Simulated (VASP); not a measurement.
# CO2 (Pa-3) in VASP: further runs

CO2 is run at these levels: PBE+D3(BJ); tasks: single point.

Program: VASP 6.6.1. These are calculated values, not measurements. Logs are shortened: lines on timing, memory, paths and dates and some standing lists are left out, and cuts for length are marked.

### Step 1. The cell of the first run

The structure is cubic, space group Pa-3 (No. 205). The conventional cell has a = 5.284 Å, b = 5.284 Å, c = 5.284 Å, α = 90.00°, β = 90.00°, γ = 90.00°. C (site symmetry -3) has 2 O at 1.17 Å within 1.6 Å. O (site symmetry 3) has 1 C at 1.17 Å within 1.6 Å.

### Step 2. Single point, PBE+D3(BJ)

File INCAR:

```
SYSTEM = CO2
PREC     = Accurate       ! precision mode
ENCUT    = 520            ! plane-wave cutoff, eV
EDIFF    = 1E-7           ! SCF threshold, eV
ISMEAR   = 0              ! smearing method
SIGMA    = 0.02           ! smearing width, eV
LREAL    = .False.        ! projectors in reciprocal space
LASPH    = .True.         ! aspherical terms in the spheres
NELM     = 100            ! most SCF steps
ALGO     = Normal         ! electronic algorithm
ISIF     = 2              ! what is computed and relaxed
LWAVE    = .False.        ! write WAVECAR
LCHARG   = .False.        ! write CHGCAR
GGA      = PE             ! functional
IVDW     = 12             ! dispersion correction
NBANDS   = 44             ! bands
```

File KPOINTS:

```
Automatic mesh
0
Gamma
  4 4 4
  0 0 0
```

File POSCAR:

```
CO2
1.0
    5.2840579791      0.0000000000      0.0000000000
    0.0000000000      5.2840579791      0.0000000000
    0.0000000000      0.0000000000      5.2840579791
C O
4 8
Direct
    0.0000000000      0.0000000000      0.0000000000
    0.5000000000      0.0000000000      0.5000000000
    0.5000000000      0.5000000000      0.0000000000
    0.0000000000      0.5000000000      0.5000000000
    0.1274182089      0.1274182089      0.1274182089
    0.3725817911      0.8725817911      0.6274182089
    0.6274182089      0.3725817911      0.8725817911
    0.8725817911      0.6274182089      0.3725817911
    0.8725817911      0.8725817911      0.8725817911
    0.6274182089      0.1274182089      0.3725817911
    0.3725817911      0.6274182089      0.1274182089
    0.1274182089      0.3725817911      0.6274182089
```

Potentials or basis: VASP PAW PBE potentials, release 64 (C, O).

Run with:

```console
> cat potpaw_PBE.64/C/POTCAR potpaw_PBE.64/O/POTCAR > POTCAR
> mpirun -np 1 vasp_std > vasp.out
```

OUTCAR:

```text
SYSTEM = CO2
   PREC = Accurate
   ENCUT = 520
   EDIFF = 1E-7
   ISMEAR = 0
   LREAL = .False.
   LASPH = .True.
   NELM = 100
   ISIF = 2
   GGA = PE
   IVDW = 12
 IVDW          = 12

 ion  position               nearest neighbor table
   1  0.000  0.000  0.000-   5 1.17   9 1.17
   2  0.500  0.000  0.500-   6 1.17  10 1.17
   3  0.500  0.500  0.000-   7 1.17  11 1.17
   4  0.000  0.500  0.500-   8 1.17  12 1.17
   5  0.127  0.127  0.127-   1 1.17
   6  0.373  0.873  0.627-   2 1.17
   7  0.627  0.373  0.873-   3 1.17
   8  0.873  0.627  0.373-   4 1.17
   9  0.873  0.873  0.873-   1 1.17
  10  0.627  0.127  0.373-   2 1.17
  11  0.373  0.627  0.127-   3 1.17
  12  0.127  0.373  0.627-   4 1.17

  LATTYP: Found a simple cubic cell.
 ALAT       =     5.2840579791

  Lattice vectors:

 A1 = (   5.2840579791,   0.0000000000,   0.0000000000)
 A2 = (   0.0000000000,   5.2840579791,   0.0000000000)
 A3 = (   0.0000000000,   0.0000000000,   5.2840579791)

Analysis of symmetry for initial positions (statically):
=====================================================================
 Subroutine PRICEL returns:
 Original cell was already a primitive cell.

 Routine SETGRP: Setting up the symmetry group for a
 simple cubic supercell.

 Subroutine GETGRP returns: Found 24 space group operations
 (whereof  6 operations were pure point group operations)
 out of a pool of 48 trial point group operations.

The static configuration has the point symmetry S_6 .
 The point group associated with its full space group is T_h .

Analysis of symmetry for dynamics (positions and initial velocities):
=====================================================================
 Subroutine PRICEL returns:
 Original cell was already a primitive cell.

 Routine SETGRP: Setting up the symmetry group for a
 simple cubic supercell.

 Subroutine GETGRP returns: Found 24 space group operations
 (whereof  6 operations were pure point group operations)
 out of a pool of 48 trial point group operations.

The dynamic configuration has the point symmetry S_6 .
 The point group associated with its full space group is T_h .

 Subroutine INISYM returns: Found 24 space group operations
 (whereof  6 operations are pure point group operations),
 and found     1 'primitive' translations

----------------------------------------------------------------------------------------

                                     Primitive cell

  volume of cell :     147.5376

  direct lattice vectors                    reciprocal lattice vectors
     5.284057979  0.000000000  0.000000000     0.189248491  0.000000000  0.000000000
     0.000000000  5.284057979  0.000000000     0.000000000  0.189248491  0.000000000
     0.000000000  0.000000000  5.284057979     0.000000000  0.000000000  0.189248491

  length of vectors
     5.284057979  5.284057979  5.284057979     0.189248491  0.189248491  0.189248491

  position of ions in fractional coordinates (direct lattice)
     0.000000000  0.000000000  0.000000000
     0.500000000  0.000000000  0.500000000
     0.500000000  0.500000000  0.000000000
     0.000000000  0.500000000  0.500000000
     0.127418209  0.127418209  0.127418209
     0.372581791  0.872581791  0.627418209
     0.627418209  0.372581791  0.872581791
     0.872581791  0.627418209  0.372581791
     0.872581791  0.872581791  0.872581791
     0.627418209  0.127418209  0.372581791
     0.372581791  0.627418209  0.127418209
     0.127418209  0.372581791  0.627418209

  ion indices of the primitive-cell ions
   primitive index   ion index
                 1           1
                 2           2
                 3           3
                 4           4
                 5           5
                 6           6
                 7           7
                 8           8
                 9           9
                10          10
                11          11
                12          12

----------------------------------------------------------------------------------------

 KPOINTS: Automatic mesh

Automatic generation of k-mesh.
 Grid dimensions read from file:
 generate k-points for:    4    4    4

 Generating k-lattice:

  Cartesian coordinates                     Fractional coordinates (reciprocal lattice)
     0.047312123  0.000000000  0.000000000     0.250000000  0.000000000  0.000000000
     0.000000000  0.047312123  0.000000000     0.000000000  0.250000000  0.000000000
     0.000000000  0.000000000  0.047312123     0.000000000  0.000000000  0.250000000

  Length of vectors
     0.047312123  0.047312123  0.047312123

  Shift w.r.t. Gamma in fractional coordinates (k-lattice)
     0.000000000  0.000000000  0.000000000

 Subroutine IBZKPT returns following result:
 ===========================================

 Found     11 irreducible k-points:

 Following reciprocal coordinates:
            Coordinates               Weight
  0.000000  0.000000  0.000000      1.000000
  0.250000  0.000000  0.000000      6.000000
  0.500000  0.000000  0.000000      3.000000
  0.250000  0.250000  0.000000     12.000000
  0.500000  0.250000  0.000000      6.000000
 -0.250000  0.500000  0.000000      6.000000
  0.500000  0.500000  0.000000      3.000000
  0.250000  0.250000  0.250000      8.000000
  0.500000  0.250000  0.250000     12.000000
  0.500000  0.500000  0.250000      6.000000
  0.500000  0.500000  0.500000      1.000000
   k-points           NKPTS =     11   k-points in BZ     NKDIM =     11   number of bands    NBANDS=     44
   number of dos      NEDOS =    301   number of ions     NIONS =     12
   total plane-waves  NPLWV =  64000
   dimension x,y,z NGX =    40 NGY =   40 NGZ =   40
   dimension x,y,z NGXF=    80 NGYF=   80 NGZF=   80
   ions per type =               4   8
   NGX,Y,Z   is equivalent  to a cutoff of  12.58, 12.58, 12.58 a.u.
   NGXF,Y,Z  is equivalent  to a cutoff of  25.17, 25.17, 25.17 a.u.
 SYSTEM =  CO2
   PREC   = accura    normal or accurate (medium, high low for compatibility)
   ISTART =      0    job   : 0-new  1-cont  2-samecut
   ICHARG =      2    charge: 1-file 2-atom 10-const
   ISPIN  =      1    spin polarized calculation?
   LNONCOLLINEAR =      F non collinear calculations
   LSORBIT =      F    spin-orbit coupling
   LASPH  =      T    aspherical Exc in radial PAW
   ENCUT  =  520.0 eV  38.22 Ry    6.18 a.u.   9.82  9.82  9.82*2*pi/ulx,y,z
   NELM   =    100;   NELMIN=  2; NELMDL= -5     # of ELM steps
   EDIFF  = 0.1E-06   stopping-criterion for ELM
   LREAL  =      F    real-space projection
   EDIFFG = 0.1E-05   stopping-criterion for IOM
   NSW    =      0    number of steps for IOM
   IBRION =     -1    ionic relax: 0-MD 1-quasi-New 2-CG
   NFREE  =      0    steps in history (QN), initial steepest desc. (CG)
   ISIF   =      2    stress and relaxation
   ISYM   =      2    0-nonsym 1-usesym 2-fastsym
   POTIM  = 0.5000    time-step for ionic-motion
   TEBEG  =    0.0;   TEEND  =   0.0 temperature during run
   PSTRESS=    0.0 pullay stress
   NELECT =      64.0000    total number of electrons
   NUPDOWN=      -1.0000    fix difference up-down
   EMIN   =  10.00;   EMAX   =-10.00  energy-range for DOS
   EFERMI =   0.00;   METHOD = LEGACY
   ISMEAR =     0;   SIGMA  =   0.02  broadening in eV -4-tet -1-fermi 0-gaus
   EFERMI_NEDOS =   21; number of points for ismear=-14 and -15
   IALGO  =     38    algorithm
   IMIX   =      4    mixing-type and parameters
     AMIX     =   0.40;   BMIX     =  1.00
     AMIX_MAG =   1.60;   BMIX_MAG =  1.00
  volume/ion in A,a.u.               =      12.29        82.97
  Fermi-wavevector in a.u.,A,eV,Ry     =   1.239274  2.341888 20.895820  1.535799
  Thomas-Fermi vector in A             =   2.373764
   LORBIT       =      0    0 simple, 1 ext, 2 COOP (PROOUT), +10 PAW based schemes
   GGA     = PE    functional components
   LHFCALC =     F    Hartree Fock is set to
   AEXX    =    0.0000 exact exchange contribution
   IVDW    =    12    specifies the selected vdW correction
   LEPSILON=     F    determine dielectric tensor
   LRPA    =     F    only Hartree local field effects (RPA)
 non-spin polarized calculation
 Gauss-broadening in eV      SIGMA  =   0.02
  energy-cutoff  :      520.00
  volume of cell :      147.54
 maximum number of plane-waves:      4012
   NGX = 19   NGY = 19   NGZ = 19

 number of electron      63.9999989 magnetization

 Free energy of the ion-electron system (eV)
  ---------------------------------------------------
  ext. energy  EPLUGINS =         0.00000000
  ---------------------------------------------------
  free energy    TOTEN  =       -91.61411485 eV

  energy without entropy =      -91.61411485  energy(sigma->0) =      -91.61411485

 E-fermi :  -2.3278     XC(G=0):  -8.7434

 val. band max:       -2.4543423168   @ k =   0.0000   0.0000   0.0000
 cond. band min:       4.5490264507   @ k =   0.0000   0.0000   0.0000
 fundamental gap:      7.0033687675
 Fermi energy:        -2.3278000650

 k-point     1 :       0.0000    0.0000    0.0000
  band No.  band energies     occupation
      1     -23.3732      2.00000
      2     -22.9767      2.00000
      3     -22.9767      2.00000
      4     -22.9767      2.00000
      5     -22.1074      2.00000
      6     -22.1074      2.00000
[... 36 lines left out ...]
     43       8.8951      0.00000
     44       8.8951      0.00000

 k-point     2 :       0.2500    0.0000    0.0000
  band No.  band energies     occupation
      1     -23.3211      2.00000
      2     -23.0426      2.00000
      3     -22.9766      2.00000
      4     -22.9765      2.00000
      5     -22.1026      2.00000
      6     -22.1009      2.00000
[... 415 lines left out ...]
 k-point    11 :       0.5000    0.5000    0.5000
  band No.  band energies     occupation
      1     -23.0752      2.00000
      2     -23.0752      2.00000
      3     -23.0752      2.00000
      4     -23.0752      2.00000
      5     -22.0842      2.00000
      6     -22.0842      2.00000
[... 36 lines left out ...]
     43       7.6179      0.00000
     44       7.6179      0.00000

------------------------ aborting loop because EDIFF is reached ----------------------------------------

 Edisp (eV)   -1.03999

 E8    (eV) :    -0.2704

  FORCE on cell =-STRESS in cart. coord.  units (eV):
  Direction    XX          YY          ZZ          XY          YZ          ZX
  --------------------------------------------------------------------------------------
  -------------------------------------------------------------------------------------
  Total       4.84576     4.84576     4.84576    -0.00000    -0.00000     0.00000
  in kB      52.62232    52.62232    52.62232    -0.00000    -0.00000     0.00000
  external pressure =       52.62 kB  Pullay stress =        0.00 kB

 VOLUME and BASIS-vectors are now :
 -----------------------------------------------------------------------------
  energy-cutoff  :      520.00
  volume of cell :      147.54
      direct lattice vectors                 reciprocal lattice vectors
     5.284057979  0.000000000  0.000000000     0.189248491  0.000000000  0.000000000
     0.000000000  5.284057979  0.000000000     0.000000000  0.189248491  0.000000000
     0.000000000  0.000000000  5.284057979     0.000000000  0.000000000  0.189248491

 POSITION                                       TOTAL-FORCE (eV/Angst)
 -----------------------------------------------------------------------------------
      0.00000      0.00000      0.00000         0.000000     -0.000000     -0.000000
      2.64203      0.00000      2.64203         0.000000     -0.000000     -0.000000
      2.64203      2.64203      0.00000         0.000000     -0.000000     -0.000000
      0.00000      2.64203      2.64203         0.000000     -0.000000     -0.000000
      0.67329      0.67329      0.67329         0.370785      0.370785      0.370785
      1.96874      4.61077      3.31531        -0.370785     -0.370785      0.370785
      3.31531      1.96874      4.61077         0.370785     -0.370785     -0.370785
      4.61077      3.31531      1.96874        -0.370785      0.370785     -0.370785
      4.61077      4.61077      4.61077        -0.370785     -0.370785     -0.370785
      3.31531      0.67329      1.96874         0.370785      0.370785     -0.370785
      1.96874      3.31531      0.67329        -0.370785      0.370785      0.370785
      0.67329      1.96874      3.31531         0.370785     -0.370785      0.370785
 -----------------------------------------------------------------------------------
    total drift:                                0.000000      0.000000     -0.000000

  FREE ENERGIE OF THE ION-ELECTRON SYSTEM (eV)
  ---------------------------------------------------
  free  energy   TOTEN  =       -92.6541093901 eV

  energy  without entropy=      -92.6541093901  energy(sigma->0) =      -92.65410939
```

Run time: 60 s. Hardware: 1 thread of Oxide Virtual Turin-like, shared host; peak memory 0.22 GiB.

Results:

- Free energy: -92.6541 eV
- Pressure: 5.3 GPa
- Largest force: 0.642 eV/Å
- Band gap on the k mesh: 7.00 eV
- Dispersion energy per atom: -0.087 eV

Forces on the atoms (eV/Å):
```
C    0.000  0.000  0.000
C    0.000  0.000  0.000
C    0.000  0.000  0.000
C    0.000  0.000  0.000
O    0.371  0.371  0.371
O   -0.371 -0.371  0.371
O    0.371 -0.371 -0.371
O   -0.371  0.371 -0.371
O   -0.371 -0.371 -0.371
O    0.371  0.371 -0.371
O   -0.371  0.371  0.371
O    0.371 -0.371  0.371
```

Levels at points of the mesh, in eV from the valence-band top:
```tsv
k point	band 28	band 29	band 30	band 31	band 32	band 33	band 34	band 35	band 36	band 37
(0.00, 0.00, 0.00)	-0.30	-0.30	-0.30	0.00	0.00	7.00	7.79	7.79	7.79	8.20
(0.50, 0.00, 0.00)	-0.56	-0.45	-0.45	-0.10	-0.10	7.73	7.73	8.05	8.05	8.41
(0.50, 0.50, 0.00)	-0.49	-0.39	-0.39	-0.39	-0.39	7.73	7.73	7.73	7.73	8.63
(0.50, 0.50, 0.50)	-0.51	-0.47	-0.47	-0.47	-0.47	7.69	7.69	7.69	7.69	8.94
```

Caveat: the cell stands under pressure. A k mesh can miss the band edges.

### Step 3. Single point, PBE+D3(BJ)

This run uses another cell than the first one, of 12.35 Å³/atom.

File INCAR:

```
PREC = Accurate ; ENCUT = 520
EDIFF = 1E-7 ; ISMEAR = 0
SIGMA = 0.1 ; LREAL = False
LASPH = True ; NELM = 60
ALGO = Normal ; ISIF = 2
LWAVE = False ; LCHARG = False
GGA = PE ; IVDW = 12
NBANDS = 44
```

File KPOINTS:

```
regular mesh
0
Gamma
  4 4 4
```

File POSCAR:

```
CO2
1.0
    5.2919775256      0.0000000000      0.0000000000
    0.0000000000      5.2919775256      0.0000000000
    0.0000000000      0.0000000000      5.2919775256
C O
4 8
Direct
    0.0000000000      0.0000000000      0.0000000000
    0.5000000000      0.0000000000      0.5000000000
    0.5000000000      0.5000000000      0.0000000000
    0.0000000000      0.5000000000      0.5000000000
    0.1272598587      0.1272598587      0.1272598587
    0.3727401413      0.8727401413      0.6272598587
    0.6272598587      0.3727401413      0.8727401413
    0.8727401413      0.6272598587      0.3727401413
    0.8727401413      0.8727401413      0.8727401413
    0.6272598587      0.1272598587      0.3727401413
    0.3727401413      0.6272598587      0.1272598587
    0.1272598587      0.3727401413      0.6272598587
```

Potentials or basis: VASP PAW PBE potentials, release 64 (C, O).

Run with:

```console
> cat potpaw_PBE.64/C/POTCAR potpaw_PBE.64/O/POTCAR > POTCAR
> mpirun -np 1 vasp_std > vasp.out
```

It took 49 s on 1 thread of Oxide Virtual Turin-like, shared host; peak memory 0.22 GiB.

It converged, with:

```yaml
Free_energy: -92.6697 eV
Pressure: 5.1 GPa
Largest_force: 0.618 eV/Å
Band_gap_on_the_k_mesh: 6.99 eV
Dispersion_energy_per_atom: -0.086 eV
```

Forces on the atoms (eV/Å):
```
C    0.000  0.000  0.000
C    0.000  0.000  0.000
C    0.000  0.000  0.000
C    0.000  0.000  0.000
O    0.357  0.357  0.357
O   -0.357 -0.357  0.357
O    0.357 -0.357 -0.357
O   -0.357  0.357 -0.357
O   -0.357 -0.357 -0.357
O    0.357  0.357 -0.357
O   -0.357  0.357  0.357
O    0.357 -0.357  0.357
```

Levels at points of the mesh, in eV from the valence-band top:
```csv
k point,band 29,band 30,band 31,band 32,band 33,band 34,band 35,band 36
"(0.00, 0.00, 0.00)",-0.29,-0.29,0.00,0.00,6.99,7.79,7.79,7.79
"(0.50, 0.00, 0.00)",-0.44,-0.44,-0.10,-0.10,7.73,7.73,8.05,8.05
"(0.50, 0.50, 0.00)",-0.39,-0.39,-0.39,-0.39,7.73,7.73,7.73,7.73
"(0.50, 0.50, 0.50)",-0.47,-0.47,-0.47,-0.47,7.70,7.70,7.70,7.70
```

Caveat: the cell stands under pressure.
